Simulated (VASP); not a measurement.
# Sn in VASP: further runs, part 2 of 2

VASP 6.6.1. The steps go on from the part before.

## Step 3: Single point, PBEsol-based global hybrid with 25 % exact exchange

Contents of POSCAR:

```
Sn
1.0
   -1.8934838120      1.8934838120      1.8934838120
    1.8934838120     -1.8934838120      1.8934838120
    1.8934838120      1.8934838120     -1.8934838120
Sn
1
Direct
    0.0000000000      0.0000000000      0.0000000000
```

Contents of INCAR.step1:

```
PREC = Accurate
ENCUT = 520
EDIFF = 1E-5
ISMEAR = -1
SIGMA = 0.05
LREAL = False
LASPH = True
NELM = 100
ALGO = Normal
ISIF = 2
LWAVE = True
LCHARG = False
NBANDS = 13
GGA = PE
```

Contents of INCAR.step2:

```
PREC = Accurate
ENCUT = 520
EDIFF = 1E-6
ISMEAR = -1
SIGMA = 0.05
LREAL = False
LASPH = True
NELM = 100
ALGO = Normal
ISIF = 2
LWAVE = False
LCHARG = False
GGA = PS
LHFCALC = True
AEXX = 0.25
PRECFOCK = Normal
NBANDS = 13
ISTART = 1
```

Contents of KPOINTS:

```
Automatic mesh
0
Gamma
  5 5 5
```

Potentials or basis: VASP PAW PBE potentials, release 64 (Sn_d).

Command:

```console
$ cat potpaw_PBE.64/Sn_d/POTCAR > POTCAR
$ cp INCAR.step1 INCAR
$ mpirun -np 1 vasp_std > vasp.out
$ cp INCAR.step2 INCAR
$ mpirun -np 1 vasp_std > vasp.out
```

OUTCAR:

```text
PREC = Accurate
   ENCUT = 520
   EDIFF = 1E-6
   ISMEAR = -1
   LREAL = False
   LASPH = True
   NELM = 100
   ISIF = 2
   GGA = PS
   LHFCALC = True
   AEXX = 0.25
   PRECFOCK = Normal
   ISTART = 1

 ion  position               nearest neighbor table
   1  0.000  0.000  0.000-

  LATTYP: Found a body centered cubic cell.
 ALAT       =     3.7869676240

  Lattice vectors:

 A1 = (  -1.8934838120,   1.8934838120,   1.8934838120)
 A2 = (   1.8934838120,  -1.8934838120,   1.8934838120)
 A3 = (   1.8934838120,   1.8934838120,  -1.8934838120)

Analysis of symmetry for initial positions (statically):
=====================================================================
 Subroutine PRICEL returns:
 Original cell was already a primitive cell.

 Routine SETGRP: Setting up the symmetry group for a
 body centered cubic supercell.

 Subroutine GETGRP returns: Found 48 space group operations
 (whereof 48 operations were pure point group operations)
 out of a pool of 48 trial point group operations.

The static configuration has the point symmetry O_h .

Analysis of symmetry for dynamics (positions and initial velocities):
=====================================================================
 Subroutine PRICEL returns:
 Original cell was already a primitive cell.

 Routine SETGRP: Setting up the symmetry group for a
 body centered cubic supercell.

 Subroutine GETGRP returns: Found 48 space group operations
 (whereof 48 operations were pure point group operations)
 out of a pool of 48 trial point group operations.

The dynamic configuration has the point symmetry O_h .

 Subroutine INISYM returns: Found 48 space group operations
 (whereof 48 operations are pure point group operations),
 and found     1 'primitive' translations
[... 106 lines left out ...]
   ENCUT4O =  -1.0   cutoff for four orbital integrals eV
   NKREDX  =     1    reduce k-point grid by
   NKREDY  =     1    reduce k-point grid by
   NKREDZ  =     1    reduce k-point grid by
   AEXX    =    0.2500 exact exchange contribution
   HFSCREEN=    0.0000 screening length (either q_TF or 0.3 A-1)
   HFSCREENC=   0.0000 screening length for correlation (either q_TF or 0.3 A-1)
   ENCUTFOCK=  -1.0 apply spherical cutoff to Coloumb kernel
   IVDW    =     0    specifies the selected vdW correction
   LEPSILON=     F    determine dielectric tensor
   LRPA    =     F    only Hartree local field effects (RPA)
 non-spin polarized calculation
  energy-cutoff  :      520.00
  volume of cell :       27.15
 maximum number of plane-waves:       751
  NGX = 20; NGY = 20; NGZ = 20

 number of electron      13.9999995 magnetization

 Free energy of the ion-electron system (eV)
  ---------------------------------------------------
  ext. energy  EPLUGINS =         0.00000000
  ---------------------------------------------------
  free energy    TOTEN  =        -4.88435357 eV

  energy without entropy =       -4.88060373  energy(sigma->0) =       -4.88247865

 E-fermi :   8.1520     XC(G=0):  -8.2855

 val. band max:        7.5838867914   @ k =   0.2000   0.2000   0.2000
 cond. band min:       8.3289011350   @ k =   0.4000   0.2000   0.0000
 fundamental gap:      0.7450143437
 Fermi energy:         8.1519623203

 k-point     1 :       0.0000    0.0000    0.0000
  band No.  band energies     occupation
      1     -16.2784      2.00000
      2     -16.2784      2.00000
      3     -16.2784      2.00000
      4     -16.1294      2.00000
      5     -16.1294      2.00000
      6      -5.0055      2.00000
      7      17.1421      0.00000
      8      17.1421      0.00000
      9      17.1421      0.00000
     10      21.2609      0.00000
     11      21.2609      0.00000
     12      21.2609      0.00000
     13      21.8941      0.00000
[... 130 lines left out ...]
  band No.  band energies     occupation
      1     -16.2832      2.00000
      2     -16.2675      2.00000
      3     -16.0946      2.00000
      4     -16.0946      2.00000
      5     -16.0878      2.00000
      6       2.6657      2.00000
      7       8.3418      0.04388
      8       8.3418      0.04387
      9       8.3821      0.01983
     10      12.7971      0.00000
     11      15.3141      0.00000
     12      26.3549      0.00000
     13      27.5280      0.00000

------------------------ aborting loop because EDIFF is reached ----------------------------------------

  FORCE on cell =-STRESS in cart. coord.  units (eV):
  Direction    XX          YY          ZZ          XY          YZ          ZX
  --------------------------------------------------------------------------------------
  -------------------------------------------------------------------------------------
  Total       -0.0321253     -0.0321253     -0.0321253      0.0000000     -0.0000000     -0.0000000
  in kB       -1.8954500     -1.8954500     -1.8954500      0.0000000     -0.0000000     -0.0000000
  external PRESSURE =      -1.8954500 kB  Pullay stress =       0.0000000 kB

 VOLUME and BASIS-vectors are now :
 -----------------------------------------------------------------------------
  energy-cutoff  :      520.00
  volume of cell :       27.15
      direct lattice vectors                 reciprocal lattice vectors
    -1.893483812  1.893483812  1.893483812     0.000000000  0.264063520  0.264063520
     1.893483812 -1.893483812  1.893483812     0.264063520  0.000000000  0.264063520
     1.893483812  1.893483812 -1.893483812     0.264063520  0.264063520  0.000000000

 POSITION                                       TOTAL-FORCE (eV/Angst)
 -----------------------------------------------------------------------------------
      0.00000      0.00000      0.00000        -0.000000     -0.000000     -0.000000
 -----------------------------------------------------------------------------------
    total drift:                               -0.000000      0.000000      0.000000

  FREE ENERGIE OF THE ION-ELECTRON SYSTEM (eV)
  ---------------------------------------------------
  free  energy   TOTEN  =        -4.8843535740 eV

  energy  without entropy=       -4.8806037317  energy(sigma->0) =       -4.88247865
```

Wall time 5.3 min (1 thread of Intel Xeon Platinum 8488C (Sapphire Rapids), shared host); peak memory 0.15 GiB.

Results:

```yaml
Free_energy: -4.8844 eV
Pressure: -0.2 GPa
Band_gap_on_the_k_mesh: zero (bands 7 and 8 overlap by 11.77 eV)
```

Caveat: the k points lie up to 0.47 Å⁻¹ apart, too coarse for converged energies and pressures of a metal; the PAW data sets were made with another functional, which shifts forces and pressure a little; spin-orbit coupling is left out, which moves the levels of the heavy elements.

## Step 4: Single point, PBE-based screened hybrid with 25 % exact exchange

Contents of POSCAR:

```
Sn
1.0
   -1.8946518192      1.8946518192      1.8946518192
    1.8946518192     -1.8946518192      1.8946518192
    1.8946518192      1.8946518192     -1.8946518192
Sn
1
Direct
    0.0000000000      0.0000000000      0.0000000000
```

Contents of INCAR.step1:

```
ALGO = Normal ; EDIFF = 1E-5
ENCUT = 520 ; GGA = PE
ISIF = 2 ; ISMEAR = -1
LASPH = True ; LCHARG = False
LREAL = False ; LWAVE = True
NBANDS = 13 ; NELM = 60
PREC = Accurate ; SIGMA = 0.05
```

Contents of INCAR.step2:

```
AEXX = 0.25 ; ALGO = Normal
EDIFF = 1E-7 ; ENCUT = 520
GGA = PE ; HFSCREEN = 0.3
ISIF = 2 ; ISMEAR = -1
ISTART = 1 ; LASPH = True
LCHARG = False ; LHFCALC = True
LREAL = False ; LWAVE = False
NBANDS = 13 ; NELM = 60
PREC = Accurate ; PRECFOCK = Normal
SIGMA = 0.05
```

Contents of KPOINTS:

```
k-points
0
Gamma
  5 5 5
```

Potentials or basis: VASP PAW PBE potentials, release 64 (Sn_d).

Command:

```console
$ cat potpaw_PBE.64/Sn_d/POTCAR > POTCAR
$ cp INCAR.step1 INCAR
$ mpirun -np 1 vasp_std > vasp.out
$ cp INCAR.step2 INCAR
$ mpirun -np 1 vasp_std > vasp.out
```

OUTCAR:

```text
AEXX = 0.25
   EDIFF = 1E-7
   ENCUT = 520
   GGA = PE
   HFSCREEN = 0.3
   ISIF = 2
   ISMEAR = -1
   ISTART = 1
   LASPH = True
   LHFCALC = True
   LREAL = False
   NELM = 60
   PREC = Accurate
   PRECFOCK = Normal

 ion  position               nearest neighbor table
   1  0.000  0.000  0.000-

  LATTYP: Found a body centered cubic cell.
 ALAT       =     3.7893036384

  Lattice vectors:

[... 330 lines left out ...]
     10      12.4546      0.00000
     11      14.8885      0.00000
     12      25.8742      0.00000
     13      27.0690      0.00000

------------------------ aborting loop because EDIFF is reached ----------------------------------------

  FORCE on cell =-STRESS in cart. coord.  units (eV):
  Direction    XX          YY          ZZ          XY          YZ          ZX
  --------------------------------------------------------------------------------------
  -------------------------------------------------------------------------------------
  Total        0.3474482      0.3474482      0.3474482     -0.0000000     -0.0000000     -0.0000000
  in kB       20.4622027     20.4622027     20.4622027     -0.0000000     -0.0000000     -0.0000000
  external PRESSURE =      20.4622027 kB  Pullay stress =       0.0000000 kB

 VOLUME and BASIS-vectors are now :
 -----------------------------------------------------------------------------
  energy-cutoff  :      520.00
  volume of cell :       27.20
      direct lattice vectors                 reciprocal lattice vectors
    -1.894651819  1.894651819  1.894651819     0.000000000  0.263900731  0.263900731
     1.894651819 -1.894651819  1.894651819     0.263900731  0.000000000  0.263900731
     1.894651819  1.894651819 -1.894651819     0.263900731  0.263900731  0.000000000

 POSITION                                       TOTAL-FORCE (eV/Angst)
 -----------------------------------------------------------------------------------
      0.00000      0.00000      0.00000        -0.000000     -0.000000     -0.000000
 -----------------------------------------------------------------------------------
    total drift:                                0.000000     -0.000000      0.000000

  FREE ENERGIE OF THE ION-ELECTRON SYSTEM (eV)
  ---------------------------------------------------
  free  energy   TOTEN  =        -3.9652115206 eV

  energy  without entropy=       -3.9328990873  energy(sigma->0) =       -3.94905530
```

OUTCAR.step1:

```text
EDIFF = 1E-5
   ENCUT = 520
   GGA = PE
   ISIF = 2
   ISMEAR = -1
   LASPH = True
[... 357 lines left out ...]

 POSITION                                       TOTAL-FORCE (eV/Angst)
 -----------------------------------------------------------------------------------
      0.00000      0.00000      0.00000         0.000000      0.000000      0.000000
 -----------------------------------------------------------------------------------
    total drift:                               -0.000000      0.000000      0.000000

  FREE ENERGIE OF THE ION-ELECTRON SYSTEM (eV)
  ---------------------------------------------------
  free  energy   TOTEN  =        -3.5499770312 eV

  energy  without entropy=       -3.5171747220  energy(sigma->0) =       -3.53357588
```

Run time: 8 min. Hardware: 1 thread of Intel Xeon Platinum 8488C (Sapphire Rapids), shared host; peak memory 0.24 GiB.

What came out:

```
Free energy            : -3.9652 eV
Pressure               : 2.0 GPa
Band gap on the k mesh : zero (bands 7 and 8 overlap by 10.87 eV)
```

Caveat: the k points lie up to 0.47 Å⁻¹ apart, too coarse for converged energies and pressures of a metal; the PAW data sets were made with another functional, which shifts forces and pressure a little; spin-orbit coupling is left out, which moves the levels of the heavy elements.

## Step 5: Overview

| level | cell | k mesh | grid for exact exchange (PRECFOCK) | share of exact exchange | screening parameter | gap on the mesh (eV) | pressure (GPa) |
| --- | --- | --- | --- | --- | --- | --- | --- |
| PBE | a = 3.283, b = 3.269, c = 3.261 Å, angles 109.2, 109.5, 108.9°, 1 atom | 10 × 10 × 10 | - | - | - | none | 0.6 |
| PBEsol-based global hybrid with 25 % exact exchange | a = 3.280 Å, angles 109.5°, 1 atom | 5 × 5 × 5 | Normal | 0.25 | - | none | -0.2 |
| PBE-based screened hybrid with 25 % exact exchange | a = 3.282 Å, angles 109.5°, 1 atom | 5 × 5 × 5 | Normal | 0.25 | 0.3 1/Å | none | 2.0 |

Alike in all rows: task single point; potentials or basis VASP PAW PBE potentials, release 64 (Sn_d); no spin polarisation; cutoff (eV) 520; smearing fermi-dirac 0.05 eV.

Caveats: some runs use coarse meshes; spin-orbit coupling is left out, which moves the levels of the heavy elements; the PAW data sets were made with another functional, which shifts forces and pressure a little (at least some runs).

Total energies depend on the potentials used, so only differences within one code and one set of settings carry meaning.
